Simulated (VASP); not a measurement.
C:

```xyz
1
Lattice="0.0000 1.7718 1.7718 1.7718 0.0000 1.7718 1.7718 1.7718 0.0000" Properties=species:S:1:pos:R:3 pbc="T T T"
C     0.0000    0.0000    0.0000
```

| Quantity | Value |
| --- | --- |
| Program | VASP 6.6.1 |
| Task | relaxation of cell and atoms |
| Functional | PBE |
| Potentials or basis | VASP PAW PBE potentials, release 64 (C) |
| Cutoff | 600 eV |
| k mesh | 16 × 16 × 16 |
| Occupations | fermi-dirac, width 0.03 eV |
| Spin | no spin polarisation |

At the start: pressure -28.6 GPa; volume 11.12 Å³/atom.

Question: Where does the relaxation end?

Answer: Over 19 steps the energy falls by 473.8 meV/atom and the volume is 7.34 Å³/atom (-34.0 %); space group Fm-3m (No. 225, to 0.05 Å).

Step by step:
```
step  energy change (eV)  largest force (eV/Å)  pressure (GPa)  volume (Å³)
   1              0.0000                0.0000          -28.58        11.12
   2             -0.4323                0.0000          -13.56         8.23
   3             -0.4715                0.0000           -3.85         7.53
   4             -0.4737                0.0000            1.08         7.30
   5             -0.4738                0.0000           -0.42         7.37
   6             -0.4738                0.0000           -0.41         7.36
   7             -0.4738                0.0000           -0.40         7.36
   8             -0.4738                0.0000           -0.39         7.36
   9             -0.4738                0.0000           -0.39         7.36
  10             -0.4738                0.0000           -0.39         7.36
  11             -0.4738                0.0000           -0.39         7.36
  12             -0.4738                0.0000           -0.39         7.36
  13             -0.4738                0.0000           -0.38         7.36
  14             -0.4738                0.0000           -0.38         7.36
  15             -0.4738                0.0000           -0.37         7.36
  16             -0.4738                0.0000           -0.35         7.36
  17             -0.4738                0.0000           -0.31         7.36
  18             -0.4738                0.0000           -0.15         7.35
  19             -0.4738                0.0000            0.10         7.34
```

Final structure:
```
CELL_PARAMETERS angstrom
0.00000 1.54265 1.54265
1.54265 0.00000 1.54265
1.54265 1.54265 0.00000
ATOMIC_POSITIONS crystal
C 0.00000 0.00000 0.00000
```

Caveat: the volume moved by over 15 % at a fixed basis, so the end points are rough.
